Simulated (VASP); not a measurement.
A run of VASP 6.6.1 is set up as follows.

INCAR

```
  PREC = Accurate
  ENCUT = 520
  EDIFF = 1E-7
  ISMEAR = 0
  SIGMA = 0.05
  LREAL = F
  LASPH = T
  NELM = 60
  ALGO = Normal
  ISIF = 2
  LWAVE = F
  LCHARG = F
  GGA = PS
  NBANDS = 14
```

The input KPOINTS:

```
Automatic mesh
0
Gamma
  10 10 10
```

File POSCAR:

```
NaCl
1.0
    2.9799741626      0.0000000000      0.0000000000
    0.0000000000      2.9799741626      0.0000000000
    0.0000000000      0.0000000000      2.9799741626
Na Cl
1 1
Direct
    0.0000000000      0.0000000000      0.0000000000
    0.5000000000      0.5000000000      0.5000000000
```

Potentials or basis: VASP PAW PBE potentials, release 64 (Na_pv, Cl).

The run is started by

```sh
$ cat potpaw_PBE.64/Na_pv/POTCAR potpaw_PBE.64/Cl/POTCAR > POTCAR
$ mpirun -np 1 vasp_std > vasp.out
```

(1) Predict the pressure.

(2) Estimate the band gap on the k mesh.

Results:

(1) 35.1 GPa.

(2) 4.65 eV, direct.

Caveat: the PAW data sets were made with another functional, which shifts forces and pressure a little.
